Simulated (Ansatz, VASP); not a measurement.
One calculation of HgPtSeF3, two programs

```xyz
6
Lattice="2.8711 -2.8718 0.0000 2.8711 2.8718 0.0000 0.0000 0.0000 7.3082" Properties=species:S:1:pos:R:3 pbc="T T T"
Hg    2.8711    0.0000    5.0735
Pt    0.0000    0.0000    5.2302
Se    0.0000    0.0000    0.1890
F     1.4356    1.4359    0.5390
F     1.4356   -1.4359    0.5390
F     0.0000    0.0000    3.2518
```

Alike in both runs: functional PBE; k mesh 8 × 8 × 4; occupations gaussian, width 0.1 eV; no spin polarisation.

Ansatz relaxed the structure, and its values are those at the end. VASP's run is a single point on that final structure, the one shown.

|  | VASP | Ansatz |
| --- | --- | --- |
| version | VASP 6.6.1 | Ansatz 0.2.0 |
| potentials or method | VASP PAW PBE potentials, release 64 (Hg, Pt, Se, F), cutoff 520 eV | scalar-relativistic, plane waves, PAW |
| valence electrons in the cell | 49 | 75 |

Ansatz gave:

```
gap on the k mesh at the Fermi level (eV) : none
pressure (GPa)                            : 0.0
rms of the force components (eV/Å)        : 0.000
```

What did VASP give for the same quantities?

gap on the k mesh at the Fermi level (eV): none; pressure (GPa): 0.1; rms of the force components (eV/Å): 0.033.

A gap of «none» marks a metal or a gap that the smearing closes. VASP's potentials hold 49 valence electrons a cell and Ansatz's 75, so a difference there can come from the potentials and not from the codes.

Neither program's run includes spin-orbit coupling.
